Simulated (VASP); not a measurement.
The system is CoSi2.

```
Co Si
1.0
     0.00000    2.71541    2.71541
     2.71541    0.00000    2.71541
     2.71541    2.71541    0.00000
Co Si
1 2
Cartesian
  0.0000 0.0000 0.0000
  1.3577 1.3577 1.3577
  4.0731 4.0731 4.0731
```

Base run:

- Program: VASP 6.6.1
- Functional: PBE
- Potentials or basis: VASP PAW PBE potentials, release 64 (Co, Si)
- Cutoff: 520 eV
- k mesh: 14 × 14 × 14
- Occupations: gaussian, width 0.15 eV
- Spin: collinear spin, ferromagnetic start
- Starting moments: [0.825, 0.0, 0.0] μB
- Fixed moment: 0.825 μB

Its results: pressure -3.9 GPa; site moments Co +0.51; Si +0.06 μB.

The run is repeated on the same cell with these changes: fixed moment from 0.825 μB to 0.55 μB; moments at the start from [0.82, 0.0, 0.0] to [0.55, 0.0, 0.0]. What comes out?

Pressure -5.3 GPa; site moments Co +0.35; Si +0.04 μB.

Caveats: the total moment is fixed, so each spin has its own Fermi level.
